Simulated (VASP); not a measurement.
Runs of VASP 6.6.1 on SiGe. The structure is that of space group P6_3mc (No. 186), or close to it. The cells are those of the table. 

| cell | gap on the mesh (eV) | pressure (GPa) | largest force (eV/Å) |
| --- | --- | --- | --- |
| a = 3.589, b = 3.589, c = 6.959 Å, angles 90.0, 90.0, 120.0°, 4 atoms | none | 12.3 | 1.57 |
| a = 3.589, b = 3.589, c = 6.186 Å, angles 90.0, 90.0, 120.0°, 4 atoms | (b) | (a) | 0.96 |
| a = 3.745, b = 3.745, c = 6.959 Å, angles 90.0, 90.0, 120.0°, 4 atoms | none | (c) | 0.80 |
| a = 3.589, b = 3.589, c = 6.701 Å, angles 90.0, 90.0, 120.0°, 4 atoms | none | 15.9 | 1.58 |
| a = 4.057, b = 4.057, c = 5.928 Å, angles 90.0, 90.0, 120.0°, 4 atoms | none | 2.7 | 1.83 |
| a = 3.589, b = 3.589, c = 5.928 Å, angles 90.0, 90.0, 120.0°, 4 atoms | none | 34.9 | 0.15 |
| a = 3.901, b = 3.901, c = 5.928 Å, angles 90.0, 90.0, 120.0°, 4 atoms | none | 9.4 | 1.42 |
| a = 4.213, b = 4.213, c = 6.443 Å, angles 90.0, 90.0, 120.0°, 4 atoms | none | -8.1 | 0.55 |
| a = 3.745, b = 3.745, c = 5.928 Å, angles 90.0, 90.0, 120.0°, 4 atoms | none | 19.6 | 0.80 |
| a = 4.213, b = 4.213, c = 5.928 Å, angles 90.0, 90.0, 120.0°, 4 atoms | none | -1.4 | 2.10 |

Alike in all rows: task single point; level PBEsol; potentials or basis VASP PAW PBE potentials, release 64 (Si, Ge_d); no spin polarisation; k mesh 12 × 12 × 6; cutoff (eV) 520; smearing gaussian 0.03 eV.

Question: Fill in the values left out.

Answer: (a) 26.7; (b) 0.09; (c) 2.1.

Caveats: the PAW data sets were made with another functional, which shifts forces and pressure a little; semilocal functionals underestimate gaps, so a narrow gap can read as zero (at least some runs); the cell stands under pressure (at least some runs); the cell stands under tension (at least some runs).

A k mesh can miss the band edges, and the runs leave out spin-orbit coupling on Ge.

A gap of «none» marks levels without a gap at the run's occupations.
